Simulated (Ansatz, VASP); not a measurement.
**One calculation of Re, two programs**

The input INCAR:

```
PREC     = Accurate       # precision mode
ENCUT    = 520            # plane-wave cutoff, eV
EDIFF    = 1E-6           # SCF threshold, eV
ISMEAR   = 0              # smearing method
SIGMA    = 0.15           # smearing width, eV
LREAL    = False          # projectors in reciprocal space
LASPH    = True           # aspherical terms in the spheres
NELM     = 60             # most SCF steps
ALGO     = Fast           # electronic algorithm
ISIF     = 2              # what is computed and relaxed
LWAVE    = False          # write WAVECAR
LCHARG   = True           # write CHGCAR
GGA      = PE             # functional
LELF     = True           # ELF
LVHAR    = True         
NBANDS   = 10             # bands
```

File KPOINTS:

```
regular mesh
0
Gamma
  10 10 10
```

POSCAR

```
Re
1.0
    0.0000000000      2.1777328982      1.6833875303
    2.1777328982      0.0000000000      1.6833875303
    2.1777328982      2.1777328982      0.0000000000
Re
1
Direct
    0.0000000000      0.0000000000      0.0000000000
```

Input for Ansatz:

```yaml
crystal:
  lattice:
    - [0.0, 2.1777328982, 1.6833875303]
    - [2.1777328982, 0.0, 1.6833875303]
    - [2.1777328982, 2.1777328982, 0.0]
  atoms:
    - { symbol: Re, position: [0.0, 0.0, 0.0] }
basis:
  ecutwfc: 420
kpoints:
  mp_grid: { grid: [10, 10, 10] }
hamiltonian:
  xc: pbe
scf:
  occupations: { method: gaussian, width: 0.15 }
output:
  forces: true
  stress: true
  eigenvalues: true
```

Alike in both runs: task single point; functional PBE; k mesh 10 × 10 × 10; occupations gaussian, width 0.15 eV; no spin polarisation.

|  | VASP | Ansatz |
| --- | --- | --- |
| version | VASP 6.6.1 | Ansatz 0.2.0 |
| potentials or method | VASP PAW PBE potentials, release 64 (Re), cutoff 520 eV | scalar-relativistic, plane waves, PAW |
| valence electrons in the cell | 7 | 15 |

Ansatz gave:

* gap on the k mesh at the Fermi level (eV): none
* pressure (GPa): -17.1
* traceless stress, the component that is largest in VASP (GPa): 2.22

Q: Estimate VASP's values.

A: gap on the k mesh at the Fermi level (eV): none; pressure (GPa): -17.9; traceless stress, the component that is largest in VASP (GPa): 2.72.

A gap of «none» marks a metal or a gap that the smearing closes. VASP's potentials hold 7 valence electrons a cell and Ansatz's 15, so a difference there can come from the potentials and not from the codes.

Neither program's run includes spin-orbit coupling.
